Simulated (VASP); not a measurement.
# Mg32HO31 (a cell with a defect) in VASP: relaxation of the atoms with PBEsol

Aim: the relaxation of the atoms of Mg32HO31 (a cell with a defect) with PBEsol.

Program: VASP 6.6.1. These are calculated values, not measurements. Logs are shortened: lines on timing, memory, paths and dates and some standing lists are left out, and cuts for length are marked.

## (1) The cell of the first run

The cell holds a defect, 64 atoms: a = 8.429 Å, b = 8.429 Å, c = 8.429 Å, α = 90.00°, β = 90.00°, γ = 90.00°.

## (2) Relaxation of the atoms, PBEsol

INCAR

```
PREC = Accurate
ENCUT = 520
EDIFF = 1E-7
ISMEAR = -1
SIGMA = 0.05
LREAL = Auto
LASPH = True
NELM = 120
ALGO = Normal
ISIF = 2
LWAVE = False
LCHARG = False
GGA = PS
IBRION = 2
NSW = 100
EDIFFG = -0.03
NELECT = 252.0
ISYM = -1
GGA_COMPAT = False
NELMIN = 4
```

KPOINTS

```
explicit points
1
Reciprocal
  0.25000000   0.25000000   0.25000000 1
```

POSCAR

```
Mg32HO31
1.0
    8.4288080000      0.0000000000      0.0000000000
    0.0000000000      8.4288080000      0.0000000000
    0.0000000000      0.0000000000      8.4288080000
O H Mg
31 1 32
Direct
    0.2495790000      0.0024120000      0.9996410000
    0.2542510000      0.0062450000      0.4994120000
    0.2482370000      0.4986140000      0.0009980000
    0.7491730000      0.0005330000      0.9953270000
    0.7488330000      0.9945010000      0.5024050000
    0.7507100000      0.5035500000      0.9969070000
    0.7495730000      0.4993000000      0.5003010000
    0.0019740000      0.2486840000      0.0032170000
    0.0020310000      0.2516150000      0.4980750000
    0.0012400000      0.7486720000      0.0004240000
    0.0038800000      0.7516570000      0.4990020000
    0.4951100000      0.2495020000      0.9983450000
    0.4993290000      0.2441120000      0.4999210000
    0.4957230000      0.7503390000      0.0053710000
    0.4996470000      0.7503170000      0.5026330000
    0.9955570000      0.0014630000      0.2517980000
    0.0014010000      0.9988100000      0.7484980000
    0.0008610000      0.5008500000      0.2510420000
    0.9976510000      0.4969290000      0.7485390000
    0.5011220000      0.0033400000      0.2515970000
    0.5019050000      0.9989900000      0.7535220000
    0.5024660000      0.5042450000      0.2489490000
    0.4981080000      0.5024170000      0.7501690000
    0.2504770000      0.2549010000      0.2476180000
    0.2500530000      0.2528420000      0.7514580000
    0.2551070000      0.7541830000      0.2512270000
    0.2505790000      0.7516850000      0.7521400000
    0.7520080000      0.2492150000      0.2520050000
    0.7481060000      0.2523970000      0.7506570000
    0.7480370000      0.7543660000      0.2527550000
    0.7492100000      0.7510930000      0.7489210000
    0.2546160000      0.5000300000      0.4981100000
    0.9993130000      0.9992380000      0.9999590000
    0.9997740000      0.0019930000      0.5003900000
    0.9952330000      0.4988070000      0.9986590000
    0.9959750000      0.4982600000      0.4960710000
    0.5015990000      0.0018840000      0.9976210000
    0.4971580000      0.0003920000      0.5006450000
    0.5030710000      0.4970840000      0.0002880000
    0.5041260000      0.5017250000      0.4990050000
    0.2511700000      0.2527460000      0.0020270000
    0.2482430000      0.2535040000      0.4961690000
    0.2477220000      0.7508590000      0.9963000000
    0.2555110000      0.7472320000      0.5021970000
    0.7523870000      0.2497530000      0.9984980000
    0.7544170000      0.2476660000      0.5005890000
    0.7459570000      0.7517520000      0.0004650000
    0.7539230000      0.7499860000      0.4995050000
    0.2484870000      0.9985710000      0.2479720000
    0.2549210000      0.0049750000      0.7500320000
    0.2528270000      0.4969680000      0.2496900000
    0.2494400000      0.4986360000      0.7517380000
    0.7490930000      0.9998720000      0.2494980000
    0.7523040000      0.0025080000      0.7484790000
    0.7486820000      0.5021130000      0.2540620000
    0.7474550000      0.4985440000      0.7459730000
    0.0022200000      0.2505290000      0.2518660000
    0.9997090000      0.2481680000      0.7485390000
    0.0003900000      0.7506560000      0.2510340000
    0.0001410000      0.7529960000      0.7490650000
    0.4999280000      0.2531030000      0.2519230000
    0.5011770000      0.2499130000      0.7485380000
    0.4996770000      0.7468200000      0.2497300000
    0.4952280000      0.7540440000      0.7529840000
```

Potentials or basis: VASP PAW PBE potentials, release 64 (O, H, Mg).

The run is started by

```
$ cat potpaw_PBE.64/O/POTCAR potpaw_PBE.64/H/POTCAR potpaw_PBE.64/Mg/POTCAR > POTCAR
$ mpirun -np 1 vasp_std > vasp.out
```

OUTCAR:

```text
PREC = Accurate
   ENCUT = 520
   EDIFF = 1E-7
   ISMEAR = -1
   LREAL = Auto
   LASPH = True
   NELM = 120
   ISIF = 2
   GGA = PS
   IBRION = 2
   NSW = 100
   EDIFFG = -0.03
   NELECT = 252.0
   ISYM = -1
   NELMIN = 4

 ion  position               nearest neighbor table
   1  0.250  0.002  1.000-  49 2.09  50 2.10  33 2.11  41 2.11  43 2.12  37 2.12
   2  0.254  0.006  0.499-  38 2.05  42 2.08  50 2.11  49 2.12  34 2.15  44 2.18
   3  0.248  0.499  0.001-  41 2.07  51 2.10  52 2.10  43 2.13  35 2.13  39 2.15
   4  0.749  0.001  0.995-  54 2.08  37 2.09  47 2.10  45 2.10  33 2.11  53 2.14
   5  0.749  0.995  0.502-  48 2.06  54 2.08  34 2.12  38 2.12  53 2.13  46 2.13
   6  0.751  0.504  0.997-  35 2.06  39 2.09  47 2.09  56 2.12  45 2.14  55 2.17
[... 76 lines left out ...]
  58  1.000  0.248  0.749-  19 2.10  17 2.10  25 2.11   9 2.11  29 2.12   8 2.15  54 2.94  46 2.94
                            34 2.95  45 2.96  50 2.97  52 2.98  33 2.98  35 2.98  42 2.99  36 3.00
  59  0.000  0.751  0.251-  11 2.09  18 2.11  10 2.11  16 2.11  30 2.13  26 2.15  48 2.95  49 2.96
                            36 2.97  33 2.98  55 2.98  53 2.98  34 2.98  43 2.99  35 3.01  47 3.01
  60  0.000  0.753  0.749-  17 2.07  11 2.11  27 2.11  31 2.12  10 2.12  19 2.16  43 2.95  48 2.96
                            33 2.96  54 2.96  34 2.97  44 2.99  52 3.00  35 3.00  47 3.01  50 3.02
  61  0.500  0.253  0.252-  13 2.09  24 2.10  20 2.11  22 2.12  28 2.12  12 2.14  51 2.93  39 2.95
                            40 2.95  42 2.96  55 2.97  41 2.97  38 2.99  53 2.99  46 3.00  37 3.01
  62  0.501  0.250  0.749-  29 2.08  13 2.10  12 2.11  21 2.12  25 2.12  23 2.13  50 2.93  56 2.95
                            37 2.96  38 2.96  54 2.97  39 2.97  52 2.98  45 2.99  46 2.99  40 2.99
  63  0.500  0.747  0.250-  22 2.04  14 2.06  26 2.06  30 2.09  15 2.13  20 2.16  55 2.94  40 2.95
                            47 2.95  44 2.96  51 2.96  39 2.98  53 2.99  49 3.00  48 3.00  38 3.01
  64  0.495  0.754  0.753-  27 2.06  21 2.07  15 2.11  23 2.12  14 2.13  31 2.14  44 2.92  43 2.93
                            50 2.93  37 2.94  47 2.97  38 2.97  52 2.99  39 3.01  54 3.01  40 3.02

IMPORTANT INFORMATION: All symmetrisations will be switched off!
NOSYMM: (Re-)initialisation of all symmetry stuff for point group C_1.

----------------------------------------------------------------------------------------

                                     Primitive cell

  volume of cell :     598.8230

  direct lattice vectors                    reciprocal lattice vectors
     8.428808000  0.000000000  0.000000000     0.118640738  0.000000000  0.000000000
     0.000000000  8.428808000  0.000000000     0.000000000  0.118640738  0.000000000
     0.000000000  0.000000000  8.428808000     0.000000000  0.000000000  0.118640738

  length of vectors
     8.428808000  8.428808000  8.428808000     0.118640738  0.118640738  0.118640738

  position of ions in fractional coordinates (direct lattice)
     0.249579000  0.002412000  0.999641000
     0.254251000  0.006245000  0.499412000
     0.248237000  0.498614000  0.000998000
     0.749173000  0.000533000  0.995327000
     0.748833000  0.994501000  0.502405000
     0.750710000  0.503550000  0.996907000
[... 56 lines left out ...]
     0.499677000  0.746820000  0.249730000
     0.495228000  0.754044000  0.752984000

  ion indices of the primitive-cell ions
   primitive index   ion index
                 1           1
                 2           2
                 3           3
                 4           4
                 5           5
                 6           6
[... 56 lines left out ...]
                63          63
                64          64

----------------------------------------------------------------------------------------

 KPOINTS: explicit points

Read explicit list of k-points.

 Found      1 k-points:

 Following reciprocal coordinates:
            Coordinates               Weight
  0.250000  0.250000  0.250000      1.000000
   k-points           NKPTS =      1   k-points in BZ     NKDIM =      1   number of bands    NBANDS=    159
   number of dos      NEDOS =    301   number of ions     NIONS =     64
   total plane-waves  NPLWV = 262144
   dimension x,y,z NGX =    64 NGY =   64 NGZ =   64
   dimension x,y,z NGXF=   128 NGYF=  128 NGZF=  128
   ions per type =              31   1  32
   NGX,Y,Z   is equivalent  to a cutoff of  12.62, 12.62, 12.62 a.u.
   NGXF,Y,Z  is equivalent  to a cutoff of  25.25, 25.25, 25.25 a.u.
 SYSTEM =  unknown system
   PREC   = accura    normal or accurate (medium, high low for compatibility)
   ISTART =      0    job   : 0-new  1-cont  2-samecut
   ICHARG =      2    charge: 1-file 2-atom 10-const
   ISPIN  =      1    spin polarized calculation?
   LNONCOLLINEAR =      F non collinear calculations
   LSORBIT =      F    spin-orbit coupling
   LASPH  =      T    aspherical Exc in radial PAW
   ENCUT  =  520.0 eV  38.22 Ry    6.18 a.u.  15.67 15.67 15.67*2*pi/ulx,y,z
   NELM   =    120;   NELMIN=  4; NELMDL= -5     # of ELM steps
   EDIFF  = 0.1E-06   stopping-criterion for ELM
   LREAL  =      T    real-space projection
   EDIFFG = -.3E-01   stopping-criterion for IOM
   NSW    =    100    number of steps for IOM
   IBRION =      2    ionic relax: 0-MD 1-quasi-New 2-CG
   NFREE  =      1    steps in history (QN), initial steepest desc. (CG)
   ISIF   =      2    stress and relaxation
   ISYM   =     -1    0-nonsym 1-usesym 2-fastsym
   POTIM  = 0.5000    time-step for ionic-motion
   TEBEG  =    0.0;   TEEND  =   0.0 temperature during run
   PSTRESS=    0.0 pullay stress
   NELECT =     252.0000    total number of electrons
   NUPDOWN=      -1.0000    fix difference up-down
   EMIN   =  10.00;   EMAX   =-10.00  energy-range for DOS
   EFERMI =   0.00;   METHOD = LEGACY
   ISMEAR =    -1;   SIGMA  =   0.05  broadening in eV -4-tet -1-fermi 0-gaus
   EFERMI_NEDOS =   21; number of points for ismear=-14 and -15
   IALGO  =     38    algorithm
   IMIX   =      4    mixing-type and parameters
     AMIX     =   0.40;   BMIX     =  1.00
     AMIX_MAG =   1.60;   BMIX_MAG =  1.00
  volume/ion in A,a.u.               =       9.36        63.14
  Fermi-wavevector in a.u.,A,eV,Ry     =   1.226805  2.318325 20.477453  1.505050
  Thomas-Fermi vector in A             =   2.361792
   LORBIT       =      0    0 simple, 1 ext, 2 COOP (PROOUT), +10 PAW based schemes
   GGA     = PS    functional components
   LHFCALC =     F    Hartree Fock is set to
   AEXX    =    0.0000 exact exchange contribution
   IVDW    =     0    specifies the selected vdW correction
   LEPSILON=     F    determine dielectric tensor
   LRPA    =     F    only Hartree local field effects (RPA)
 conjugate gradient relaxation of ions
 non-spin polarized calculation
  energy-cutoff  :      520.00
  volume of cell :      598.82
 maximum number of plane-waves:     16125
 NGX is ok and might be reduce to    64
   NGX = 31   NGY = 31   NGZ = 31

--------------------------------------- Ionic step        1  -------------------------------------------

 number of electron     251.9999987 magnetization

 Free energy of the ion-electron system (eV)
  ---------------------------------------------------
  ext. energy  EPLUGINS =         0.00000000
  ---------------------------------------------------
  free energy    TOTEN  =      -381.55911624 eV

  energy without entropy =     -381.51417955  energy(sigma->0) =     -381.53664790

------------------------ aborting loop because EDIFF is reached ----------------------------------------

  FORCE on cell =-STRESS in cart. coord.  units (eV):
  Direction    XX          YY          ZZ          XY          YZ          ZX
  --------------------------------------------------------------------------------------
  -------------------------------------------------------------------------------------
  Total       21.7692207     21.2671596     21.2976424      0.9973387      1.2285004      0.7420746
  in kB       58.2445081     56.9012215     56.9827795      2.6684235      3.2869070      1.9854532
  external PRESSURE =      57.3761697 kB  Pullay stress =       0.0000000 kB
[... 275 lines left out ...]
  FREE ENERGIE OF THE ION-ELECTRON SYSTEM (eV)
  ---------------------------------------------------
  free  energy   TOTEN  =      -382.1326080947 eV

  energy  without entropy=     -382.1307710670  energy(sigma->0) =     -382.13168958

[... ionic steps 4 to 8 ...]

--------------------------------------- Ionic step        9  -------------------------------------------

 number of electron     251.9999939 magnetization

------------------------ aborting loop because EDIFF is reached ----------------------------------------
[... 191 lines left out ...]
--------------------------------------- Ionic step       11  -------------------------------------------

 number of electron     251.9999941 magnetization

 Free energy of the ion-electron system (eV)
  ---------------------------------------------------
  ext. energy  EPLUGINS =         0.00000000
  ---------------------------------------------------
  free energy    TOTEN  =      -382.22153685 eV

  energy without entropy =     -382.22043878  energy(sigma->0) =     -382.22098782

 E-fermi :   8.7542     XC(G=0): -11.2925

 val. band max:        8.3856817983   @ k =   0.2500   0.2500   0.2500
 cond. band min:       9.1557785391   @ k =   0.2500   0.2500   0.2500
 fundamental gap:      0.7700967409
 Fermi energy:         8.7542365557

 k-point     1 :       0.2500    0.2500    0.2500
  band No.  band energies     occupation
      1     -14.0188      2.00000
      2     -13.6726      2.00000
      3     -13.6714      2.00000
      4     -13.5740      2.00000
      5     -13.3515      2.00000
      6     -13.3503      2.00000
[... 130 lines left out ...]
    137      11.4041      0.00000
    138      11.5514      0.00000
 [bands above 138 left out]

------------------------ aborting loop because EDIFF is reached ----------------------------------------

  FORCE on cell =-STRESS in cart. coord.  units (eV):
  Direction    XX          YY          ZZ          XY          YZ          ZX
  --------------------------------------------------------------------------------------
  -------------------------------------------------------------------------------------
  Total       22.4106698     22.3951170     22.4154137      0.8069554      0.8135185      0.8211406
  in kB       59.9607332     59.9191212     59.9734259      2.1590446      2.1766046      2.1969978
  external PRESSURE =      59.9510934 kB  Pullay stress =       0.0000000 kB
[... 79 lines left out ...]
  FREE ENERGIE OF THE ION-ELECTRON SYSTEM (eV)
  ---------------------------------------------------
  free  energy   TOTEN  =      -382.2215368505 eV

  energy  without entropy=     -382.2204387847  energy(sigma->0) =     -382.22098782

 reached required accuracy - stopping structural energy minimisation
```

Wall time 21 min (1 thread of Intel Xeon 6975P-C (Granite Rapids), shared host); peak memory 0.69 GiB.

What came out:

* Free energy: -382.2215 eV
* Energy gained by relaxing: 10.4 meV/atom
* Ionic steps: 11
* Largest force after relaxing: 0.023 eV/Å

Forces on the atoms (eV/Å):
```
O    0.001 -0.009 -0.006
O    0.002 -0.007 -0.003
O    0.006 -0.003 -0.001
O    0.005  0.003 -0.002
O   -0.004  0.002  0.001
O   -0.002 -0.001  0.000
O    0.000  0.003 -0.002
O   -0.001 -0.006  0.000
O   -0.009 -0.009 -0.004
O    0.005  0.006 -0.008
O   -0.002  0.003  0.006
O    0.013  0.002 -0.005
O   -0.005 -0.004  0.007
O    0.001 -0.002  0.001
O   -0.002  0.000  0.004
O   -0.005 -0.007 -0.002
O    0.012  0.001  0.001
O    0.000 -0.004 -0.003
O   -0.004  0.006  0.003
O   -0.010 -0.001 -0.004
O   -0.006  0.009  0.001
O    0.005 -0.006 -0.001
O    0.000  0.004  0.002
O   -0.004 -0.013  0.001
O    0.011 -0.010 -0.002
O    0.007  0.000 -0.005
O    0.003  0.007  0.003
O   -0.008 -0.002 -0.003
O   -0.003  0.000  0.002
O   -0.002  0.004 -0.002
O    0.012  0.003  0.000
H   -0.013  0.008  0.011
Mg  -0.008 -0.011 -0.004
Mg  -0.002 -0.003 -0.007
Mg  -0.005 -0.005 -0.005
Mg  -0.003 -0.009  0.002
Mg   0.003  0.011  0.006
Mg  -0.004 -0.008 -0.006
Mg   0.003 -0.007  0.002
Mg  -0.004  0.003  0.003
Mg   0.003 -0.001  0.004
Mg  -0.010  0.017 -0.011
Mg   0.007 -0.005 -0.001
Mg   0.008 -0.002  0.010
Mg   0.001 -0.003 -0.005
Mg  -0.001 -0.009  0.003
Mg   0.011  0.009  0.003
Mg  -0.001  0.011 -0.005
Mg  -0.001  0.001 -0.001
Mg   0.004  0.007  0.001
Mg   0.001  0.001 -0.005
Mg  -0.007  0.003 -0.001
Mg  -0.004 -0.002  0.001
Mg   0.006  0.007  0.004
Mg   0.006  0.006  0.001
Mg   0.012 -0.002 -0.005
Mg  -0.008  0.005  0.010
Mg  -0.009  0.012 -0.002
Mg  -0.007 -0.003  0.004
Mg   0.006 -0.008 -0.003
Mg  -0.007  0.002  0.006
Mg   0.005  0.007 -0.002
Mg   0.002 -0.001  0.011
Mg   0.000  0.000  0.002
```

The path:
| step | energy change (eV) | largest force (eV/Å) | pressure (GPa) |
| --- | --- | --- | --- |
| 1 | 0.0000 | 1.1636 | 5.74 |
| 2 | -0.5331 | 0.5273 | 5.88 |
| 3 | -0.5735 | 0.3506 | 5.98 |
| 4 | -0.6426 | 0.1054 | 6.04 |
| 5 | -0.6464 | 0.1228 | 6.07 |
| 6 | -0.6564 | 0.0774 | 6.04 |
| 7 | -0.6583 | 0.0813 | 6.03 |
| 8 | -0.6610 | 0.0476 | 6.01 |
| 9 | -0.6611 | 0.0440 | 6.01 |
| 10 | -0.6621 | 0.0310 | 6.00 |
| 11 | -0.6624 | 0.0229 | 6.00 |

Final structure:
```
O H Mg
1.0
     8.42881    0.00000    0.00000
     0.00000    8.42881    0.00000
     0.00000    0.00000    8.42881
O H Mg
31 1 32
Direct
  0.25018 0.00075 0.00003
  0.25025 0.00065 0.50008
  0.25013 0.50079 0.99998
  0.75010 0.00062 0.00006
  0.75033 0.00057 0.50001
  0.75007 0.50066 0.99998
  0.75017 0.50057 0.50003
  0.00054 0.25107 0.99871
  0.99974 0.25006 0.50074
  0.00067 0.75005 0.00009
  0.00356 0.74717 0.49997
  0.49942 0.25121 0.00003
  0.49701 0.25390 0.49994
  0.49972 0.75035 0.00123
  0.50087 0.75127 0.49929
  0.00071 0.99947 0.25041
  0.00065 0.00056 0.74944
  0.99951 0.50133 0.24932
  0.00357 0.50055 0.74662
  0.49978 0.00065 0.25070
  0.49988 0.00170 0.74965
  0.49684 0.50070 0.25327
  0.50082 0.49987 0.75063
  0.25101 0.25009 0.24928
  0.25014 0.25396 0.74669
  0.25014 0.74731 0.25336
  0.24945 0.75117 0.75056
  0.74907 0.25101 0.25036
  0.75018 0.25117 0.74941
  0.75023 0.74996 0.25066
  0.75122 0.75017 0.74968
  0.25178 0.50126 0.50054
  0.99993 0.00054 0.99986
  0.99898 0.00011 0.50007
  0.99898 0.50066 0.99950
  0.99247 0.49846 0.49778
  0.50041 0.00070 0.00019
  0.50159 0.00116 0.50006
  0.50125 0.50071 0.00052
  0.50799 0.50271 0.50209
  0.25013 0.24946 0.99938
  0.24823 0.24262 0.49792
  0.25001 0.75188 0.00055
  0.25232 0.75839 0.50202
  0.74992 0.25036 0.99981
  0.74978 0.24949 0.49996
  0.75023 0.75077 0.00024
  0.75073 0.75160 0.50004
  0.25028 0.00013 0.24881
  0.25013 0.00094 0.75122
  0.24803 0.49839 0.24229
  0.25243 0.50274 0.75775
  0.75010 0.00038 0.24976
  0.75032 0.00071 0.75025
  0.74959 0.50050 0.24874
  0.75056 0.50052 0.75129
  0.00044 0.25065 0.24996
  0.99999 0.25023 0.74926
  0.99995 0.74991 0.24969
  0.00074 0.75087 0.75032
  0.49958 0.25029 0.24961
  0.50041 0.25117 0.75033
  0.50047 0.75092 0.25062
  0.50008 0.75050 0.74987
```

Caveat: the cell carries a net charge on a neutralising background, which shifts energy and pressure; the cell is charged against a uniform background, so pressure and absolute levels hang on convention; the PAW data sets were made with another functional, which shifts forces and pressure a little.
